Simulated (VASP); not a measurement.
# Y (P6_3/mmc) in VASP: further runs

The runs below take Y through single point, relaxation of cell and atoms, with PBE+D3(BJ).

Program: VASP 6.6.1. These are calculated values, not measurements. Logs are shortened: lines on timing, memory, paths and dates and some standing lists are left out, and cuts for length are marked.

### Step 1. The cell of the first run

It takes space group P6_3/mmc (No. 194, hexagonal). The conventional cell has a = 3.606 Å, b = 3.606 Å, c = 5.595 Å, α = 90.00°, β = 90.00°, γ = 120.00°. Y (site symmetry -6m2) has 12 Y at 3.49 to 3.61 Å within 4.6 Å.

### Step 2. Single point, PBE+D3(BJ)

Input file INCAR:

```
ALGO = Fast ; EDIFF = 1E-6
ENCUT = 520 ; GGA = PE
ISIF = 2 ; ISMEAR = 0
IVDW = 12 ; LASPH = True
LCHARG = False ; LREAL = False
LWAVE = False ; NBANDS = 18
NELM = 100 ; PREC = Accurate
SIGMA = 0.1
```

Input file KPOINTS:

```
k-points
0
Gamma
  15 15 8
```

Input file POSCAR:

```
Y
1.0
    3.6056839587      0.0000000000      0.0000000000
   -1.8028419793      3.1226139062      0.0000000000
    0.0000000000      0.0000000000      5.5946741174
Y
2
Direct
    0.3333333333      0.6666666667      0.2500000000
    0.6666666667      0.3333333333      0.7500000000
```

Potentials or basis: VASP PAW PBE potentials, release 64 (Y_sv).

Command:

```console
$ cat potpaw_PBE.64/Y_sv/POTCAR > POTCAR
$ mpirun -np 1 vasp_std > vasp.out
```

OUTCAR:

```text
EDIFF = 1E-6
   ENCUT = 520
   GGA = PE
   ISIF = 2
   ISMEAR = 0
   IVDW = 12
   LASPH = True
   LREAL = False
   NELM = 100
   PREC = Accurate
 IVDW          = 12

 ion  position               nearest neighbor table
   1  0.333  0.667  0.250-   2 3.49   2 3.49   2 3.49   2 3.49   2 3.49   2 3.49
   2  0.667  0.333  0.750-   1 3.49   1 3.49   1 3.49   1 3.49   1 3.49   1 3.49

  LATTYP: Found a hexagonal cell.
 ALAT       =     3.6056839587
 C/A-ratio  =     1.5516263160

  Lattice vectors:

 A1 = (   3.6056839587,   0.0000000000,   0.0000000000)
 A2 = (  -1.8028419793,   3.1226139062,   0.0000000000)
 A3 = (   0.0000000000,   0.0000000000,   5.5946741174)

Analysis of symmetry for initial positions (statically):
=====================================================================
 Subroutine PRICEL returns:
 Original cell was already a primitive cell.

 Routine SETGRP: Setting up the symmetry group for a
 hexagonal supercell.

 Subroutine GETGRP returns: Found 24 space group operations
 (whereof 12 operations were pure point group operations)
 out of a pool of 24 trial point group operations.

The static configuration has the point symmetry D_3d.
 The point group associated with its full space group is D_6h.

Analysis of symmetry for dynamics (positions and initial velocities):
=====================================================================
 Subroutine PRICEL returns:
 Original cell was already a primitive cell.

 Routine SETGRP: Setting up the symmetry group for a
 hexagonal supercell.

 Subroutine GETGRP returns: Found 24 space group operations
 (whereof 12 operations were pure point group operations)
 out of a pool of 24 trial point group operations.

The dynamic configuration has the point symmetry D_3d.
 The point group associated with its full space group is D_6h.

 Subroutine INISYM returns: Found 24 space group operations
 (whereof 12 operations are pure point group operations),
 and found     1 'primitive' translations

----------------------------------------------------------------------------------------

                                     Primitive cell

  volume of cell :      62.9913

  direct lattice vectors                    reciprocal lattice vectors
     3.605683959  0.000000000  0.000000000     0.277339892  0.160122261  0.000000000
    -1.802841979  3.122613906  0.000000000     0.000000000  0.320244523  0.000000000
     0.000000000  0.000000000  5.594674117     0.000000000  0.000000000  0.178741421

  length of vectors
     3.605683959  3.605683959  5.594674117     0.320244523  0.320244523  0.178741421

  position of ions in fractional coordinates (direct lattice)
     0.333333333  0.666666667  0.250000000
     0.666666667  0.333333333  0.750000000

  ion indices of the primitive-cell ions
   primitive index   ion index
                 1           1
                 2           2

----------------------------------------------------------------------------------------

 KPOINTS: k-points

Automatic generation of k-mesh.
 Grid dimensions read from file:
 generate k-points for:   15   15    8

 Generating k-lattice:

  Cartesian coordinates                     Fractional coordinates (reciprocal lattice)
     0.018489326  0.010674817  0.000000000     0.066666667  0.000000000  0.000000000
     0.000000000  0.021349635  0.000000000     0.000000000  0.066666667  0.000000000
     0.000000000  0.000000000  0.022342678     0.000000000  0.000000000  0.125000000

  Length of vectors
     0.021349635  0.021349635  0.022342678

  Shift w.r.t. Gamma in fractional coordinates (k-lattice)
     0.000000000  0.000000000  0.000000000

 Subroutine IBZKPT returns following result:
 ===========================================

 Found    135 irreducible k-points:

 Following reciprocal coordinates:
            Coordinates               Weight
  0.000000  0.000000  0.000000      1.000000
  0.066667  0.000000  0.000000      6.000000
  0.133333  0.000000  0.000000      6.000000
  0.200000 -0.000000  0.000000      6.000000
  0.266667  0.000000  0.000000      6.000000
  0.333333 -0.000000  0.000000      6.000000
[... 16 lines left out ...]
  0.333333  0.200000  0.000000     12.000000
  0.400000  0.200000  0.000000      6.000000
 [... further k-points ...]
   k-points           NKPTS =    135   k-points in BZ     NKDIM =    135   number of bands    NBANDS=     18
   number of dos      NEDOS =    301   number of ions     NIONS =      2
   total plane-waves  NPLWV =  32928
   dimension x,y,z NGX =    28 NGY =   28 NGZ =   42
   dimension x,y,z NGXF=    56 NGYF=   56 NGZF=   84
   ions per type =               2
   NGX,Y,Z   is equivalent  to a cutoff of  12.91, 12.91, 12.48 a.u.
   NGXF,Y,Z  is equivalent  to a cutoff of  25.82, 25.82, 24.96 a.u.
 SYSTEM =  unknown system
   PREC   = accura    normal or accurate (medium, high low for compatibility)
   ISTART =      0    job   : 0-new  1-cont  2-samecut
   ICHARG =      2    charge: 1-file 2-atom 10-const
   ISPIN  =      1    spin polarized calculation?
   LNONCOLLINEAR =      F non collinear calculations
   LSORBIT =      F    spin-orbit coupling
   LASPH  =      T    aspherical Exc in radial PAW
   ENCUT  =  520.0 eV  38.22 Ry    6.18 a.u.   6.70  6.70 10.40*2*pi/ulx,y,z
   NELM   =    100;   NELMIN=  2; NELMDL= -5     # of ELM steps
   EDIFF  = 0.1E-05   stopping-criterion for ELM
   LREAL  =      F    real-space projection
   EDIFFG = 0.1E-04   stopping-criterion for IOM
   NSW    =      0    number of steps for IOM
   IBRION =     -1    ionic relax: 0-MD 1-quasi-New 2-CG
   NFREE  =      0    steps in history (QN), initial steepest desc. (CG)
   ISIF   =      2    stress and relaxation
   ISYM   =      2    0-nonsym 1-usesym 2-fastsym
   POTIM  = 0.5000    time-step for ionic-motion
   TEBEG  =    0.0;   TEEND  =   0.0 temperature during run
   PSTRESS=    0.0 pullay stress
   NELECT =      22.0000    total number of electrons
   NUPDOWN=      -1.0000    fix difference up-down
   EMIN   =  10.00;   EMAX   =-10.00  energy-range for DOS
   EFERMI =   0.00;   METHOD = LEGACY
   ISMEAR =     0;   SIGMA  =   0.10  broadening in eV -4-tet -1-fermi 0-gaus
   EFERMI_NEDOS =   21; number of points for ismear=-14 and -15
   IALGO  =     68    algorithm
   IMIX   =      4    mixing-type and parameters
     AMIX     =   0.40;   BMIX     =  1.00
     AMIX_MAG =   1.60;   BMIX_MAG =  1.00
  volume/ion in A,a.u.               =      31.50       212.54
  Fermi-wavevector in a.u.,A,eV,Ry     =   1.152892  2.178651 18.084335  1.329161
  Thomas-Fermi vector in A             =   2.289540
   LORBIT       =      0    0 simple, 1 ext, 2 COOP (PROOUT), +10 PAW based schemes
   GGA     = PE    functional components
   LHFCALC =     F    Hartree Fock is set to
   AEXX    =    0.0000 exact exchange contribution
   IVDW    =    12    specifies the selected vdW correction
   LEPSILON=     F    determine dielectric tensor
   LRPA    =     F    only Hartree local field effects (RPA)
 non-spin polarized calculation
 RMM-DIIS sequential band-by-band and
 Gauss-broadening in eV      SIGMA  =   0.10
  energy-cutoff  :      520.00
  volume of cell :       62.99
 maximum number of plane-waves:      1725
 NGX is ok and might be reduce to    28
   NGX = 13   NGY = 13   NGZ = 21

 number of electron      22.0000002 magnetization

 Free energy of the ion-electron system (eV)
  ---------------------------------------------------
  ext. energy  EPLUGINS =         0.00000000
  ---------------------------------------------------
  free energy    TOTEN  =       -12.86312754 eV

  energy without entropy =      -12.84573231  energy(sigma->0) =      -12.85442993

 E-fermi :   3.2004     XC(G=0):  -9.5894

 val. band max:        3.1949733735   @ k =   0.3333   0.2667   0.3750
 cond. band min:       3.2085166909   @ k =   0.4000  -0.0000   0.0000
 fundamental gap:      0.0135433174
 Fermi energy:         3.2004074610

 k-point     1 :       0.0000    0.0000    0.0000
  band No.  band energies     occupation
      1     -39.3819      2.00000
      2     -39.2904      2.00000
      3     -19.7177      2.00000
      4     -19.1720      2.00000
      5     -19.1720      2.00000
      6     -19.0647      2.00000
[... 10 lines left out ...]
     17       6.0234      0.00000
     18       6.0234      0.00000

 k-point     2 :       0.0667    0.0000    0.0000
  band No.  band energies     occupation
      1     -39.3793      2.00000
      2     -39.2895      2.00000
      3     -19.7086      2.00000
      4     -19.1899      2.00000
      5     -19.1783      2.00000
      6     -19.0838      2.00000
[... 10 lines left out ...]
     17       5.8899      0.00000
     18       5.9266      0.00000

 k-point     3 :       0.1333    0.0000    0.0000
  band No.  band energies     occupation
      1     -39.3718      2.00000
      2     -39.2873      2.00000
      3     -19.6820      2.00000
      4     -19.2407      2.00000
      5     -19.1956      2.00000
      6     -19.1367      2.00000
[... 10 lines left out ...]
     17       5.8942      0.00000
     18       5.9735      0.00000

 k-point     4 :       0.2000   -0.0000    0.0000
  band No.  band energies     occupation
      1     -39.3604      2.00000
      2     -39.2842      2.00000
      3     -19.6404      2.00000
      4     -19.3159      2.00000
      5     -19.2203      2.00000
      6     -19.2123      2.00000
[... 375 lines left out ...]
      4     -19.4568      2.00000
      5     -19.4399      2.00000
      6     -19.3079      2.00000
[... 10 lines left out ...]
     17       7.8557      0.00000
     18       8.6587      0.00000

 k-point    23 :       0.3333    0.2000    0.0000
  band No.  band energies     occupation
      1     -39.3066      2.00000
      2     -39.2820      2.00000
      3     -19.5353      2.00000
      4     -19.4372      2.00000
      5     -19.4054      2.00000
      6     -19.3514      2.00000
[... 10 lines left out ...]
     17       8.1949      0.00000
     18       8.6811      0.00000

 k-point    24 :       0.4000    0.2000    0.0000
  band No.  band energies     occupation
      1     -39.3022      2.00000
      2     -39.2836      2.00000
      3     -19.5490      2.00000
      4     -19.4291      2.00000
      5     -19.3804      2.00000
      6     -19.3743      2.00000
[... 10 lines left out ...]
     17       8.3444      0.00000
     18       8.6637      0.00000

 [... further k-points ...]

------------------------ aborting loop because EDIFF is reached ----------------------------------------

 Edisp (eV)   -0.69945

 E8    (eV) :    -0.3689

  FORCE on cell =-STRESS in cart. coord.  units (eV):
  Direction    XX          YY          ZZ          XY          YZ          ZX
  --------------------------------------------------------------------------------------
  -------------------------------------------------------------------------------------
  Total      -0.04933    -0.04933    -0.04468    -0.00000     0.00000     0.00000
  in kB      -1.25462    -1.25462    -1.13638    -0.00000     0.00000     0.00000
  external pressure =       -1.22 kB  Pullay stress =        0.00 kB

 VOLUME and BASIS-vectors are now :
 -----------------------------------------------------------------------------
  energy-cutoff  :      520.00
  volume of cell :       62.99
      direct lattice vectors                 reciprocal lattice vectors
     3.605683959  0.000000000  0.000000000     0.277339892  0.160122261  0.000000000
    -1.802841979  3.122613906  0.000000000     0.000000000  0.320244523  0.000000000
     0.000000000  0.000000000  5.594674117     0.000000000  0.000000000  0.178741421

 POSITION                                       TOTAL-FORCE (eV/Angst)
 -----------------------------------------------------------------------------------
     -0.00000      2.08174      1.39867        -0.000000      0.000000      0.000000
      1.80284      1.04087      4.19601         0.000000     -0.000000      0.000000
 -----------------------------------------------------------------------------------
    total drift:                               -0.000000      0.000000     -0.000000

  FREE ENERGIE OF THE ION-ELECTRON SYSTEM (eV)
  ---------------------------------------------------
  free  energy   TOTEN  =       -13.5625751545 eV

  energy  without entropy=      -13.5451799238  energy(sigma->0) =      -13.55387754
```

Wall time 2.2 min (1 thread of AMD EPYC 9R45 (Zen 5), shared host); peak memory 0.26 GiB.

Results:

| Property | Result |
| --- | --- |
| Free energy | -13.5626 eV |
| Pressure | -0.1 GPa |
| Band gap on the k mesh | zero (bands 11 and 12 overlap by 1.56 eV) |
| Dispersion energy per atom | -0.350 eV |

### Step 3. Relaxation of cell and atoms, PBE+D3(BJ)

This run uses another cell than the first one, of 32.86 Å³/atom.

Input file INCAR:

```
SYSTEM = Y
PREC = Accurate
ENCUT = 600
EDIFF = 1E-6
ISMEAR = 0
SIGMA = 0.1
LREAL = .False.
LASPH = .True.
NELM = 100
ALGO = Fast
ISIF = 3
LWAVE = .False.
LCHARG = .False.
GGA = PE
IVDW = 12
IBRION = 2
NSW = 70
EDIFFG = -0.005
```

Input file KPOINTS:

```
regular mesh
0
Gamma
  15 15 8
  0 0 0
```

Input file POSCAR:

```
Y
1.0
    3.6571046552      0.0000000000      0.0000000000
   -1.8285523276      3.1671455357      0.0000000000
    0.0000000000      0.0000000000      5.6740659744
Y
2
Direct
    0.3333333333      0.6666666667      0.2500000000
    0.6666666667      0.3333333333      0.7500000000
```

Potentials or basis: VASP PAW PBE potentials, release 64 (Y_sv).

Command:

```console
$ cat potpaw_PBE.64/Y_sv/POTCAR > POTCAR
$ mpirun -np 1 vasp_std > vasp.out
```

It took 8.9 min on 1 thread of AMD EPYC 9R45 (Zen 5), shared host; peak memory 0.32 GiB.

It converged, with:

```
Free energy                           : -13.5629 eV
Relaxed volume                        : 31.42 Å³/atom
Relaxed cell                          : a = 3.603 Å, b = 3.603 Å, c = 5.590 Å, α = 90.00°, β = 90.00°, γ = 120.00°
Space group after relaxing (to 0.1 Å) : P6_3/mmc (No. 194)
Energy gained by relaxing             : 8.5 meV/atom
Ionic steps                           : 8
Pressure after relaxing               : 0.0 GPa
Band gap on the k mesh                : zero (bands 11 and 12 overlap by 1.56 eV)
Dispersion energy per atom            : -0.351 eV
```

Step by step:
| step | energy change (eV) | largest force (eV/Å) | pressure (GPa) | volume (Å³) |
| --- | --- | --- | --- | --- |
| 1 | 0.0000 | 0.0000 | -1.80 | 65.72 |
| 2 | -0.0164 | 0.0000 | 0.36 | 62.27 |
| 3 | -0.0170 | 0.0000 | -0.05 | 62.79 |
| 4 | -0.0169 | 0.0000 | 0.08 | 62.72 |
| 5 | -0.0169 | 0.0000 | -0.07 | 62.86 |
| 6 | -0.0169 | 0.0000 | 0.02 | 62.79 |
| 7 | -0.0170 | 0.0000 | 0.03 | 62.81 |
| 8 | -0.0170 | 0.0000 | 0.01 | 62.83 |

Final structure:
```yaml
crystal:
  lattice:
    - [3.60255, 0.00000, 0.00000]
    - [-1.80127, 3.11990, 0.00000]
    - [0.00000, 0.00000, 5.59036]
  atoms:
    - { symbol: Y, position: [0.33333, 0.66667, 0.25000] }
    - { symbol: Y, position: [0.66667, 0.33333, 0.75000] }
```

Levels at points of the mesh, in eV from the Fermi level:
| k point | band 8 | band 9 | band 10 | band 11 | band 12 | band 13 | band 14 | band 15 |
| --- | --- | --- | --- | --- | --- | --- | --- | --- |
| (0.00, 0.00, 0.00) | -22.21 | -4.75 | -1.91 | 1.11 | 1.78 | 1.78 | 2.19 | 2.44 |
| (0.00, 0.00, 0.50) | -22.31 | -3.24 | -3.24 | 1.02 | 1.02 | 1.68 | 1.68 | 1.68 |
